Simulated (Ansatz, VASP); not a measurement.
BN in VASP and in Ansatz

Contents of INCAR:

```
SYSTEM = BN
  PREC = Accurate
  ENCUT = 520
  EDIFF = 1E-6
  ISMEAR = 0
  SIGMA = 0.05
  LREAL = .False.
  LASPH = .True.
  NELM = 60
  ALGO = Normal
  ISIF = 2
  LWAVE = .False.
  LCHARG = .False.
  GGA = PE
  NBANDS = 16
```

The input KPOINTS:

```
regular mesh
0
Gamma
  12 12 6
  0 0 0
```

File POSCAR:

```
BN
1.0
    2.5539396017      0.0000000000      0.0000000000
   -1.2769698009      2.2117765748      0.0000000000
    0.0000000000      0.0000000000      4.2268550000
B N
2 2
Direct
    0.5492010853      0.3333333333      0.8577744891
    0.3333333333      0.6666666667      0.4997240000
    0.6666666667      0.3333333333      0.6252760000
    0.3333333333      0.6666666667      0.1252760000
```

Input for Ansatz:

```yaml
crystal:
  lattice:
    - [2.5539396017, 0.0, 0.0]
    - [-1.2769698009, 2.2117765748, 0.0]
    - [0.0, 0.0, 4.226855]
  atoms:
    - { symbol: B, position: [0.5492010853, 0.3333333333, 0.8577744891] }
    - { symbol: B, position: [0.3333333333, 0.6666666667, 0.499724] }
    - { symbol: "N", position: [0.6666666667, 0.3333333333, 0.625276] }
    - { symbol: "N", position: [0.3333333333, 0.6666666667, 0.125276] }
basis:
  ecutwfc: 420
kpoints:
  mp_grid: { grid: [12, 12, 6] }
hamiltonian:
  xc: pbe
scf:
  occupations: { method: gaussian, width: 0.05 }
output:
  forces: true
  stress: true
  eigenvalues: true
```

Alike in both runs: task single point; functional PBE; k mesh 12 × 12 × 6; occupations gaussian, width 0.05 eV; no spin polarisation.

|  | VASP | Ansatz |
| --- | --- | --- |
| version | VASP 6.6.1 | Ansatz 0.2.0 |
| potentials or method | VASP PAW PBE potentials, release 64 (B, N), cutoff 520 eV | scalar-relativistic, plane waves, PAW |
| valence electrons in the cell | 16 | 16 |

VASP gave:

- gap on the k mesh at the Fermi level (eV): none
- rms of the force components (eV/Å): 21.370

**Question.** Which values does Ansatz return?

**Answer.** gap on the k mesh at the Fermi level (eV): none; rms of the force components (eV/Å): 20.858.

Atom by atom the forces differ by 0.518 eV/Å (rms over components). A gap of «none» marks a metal or a gap that the smearing closes.
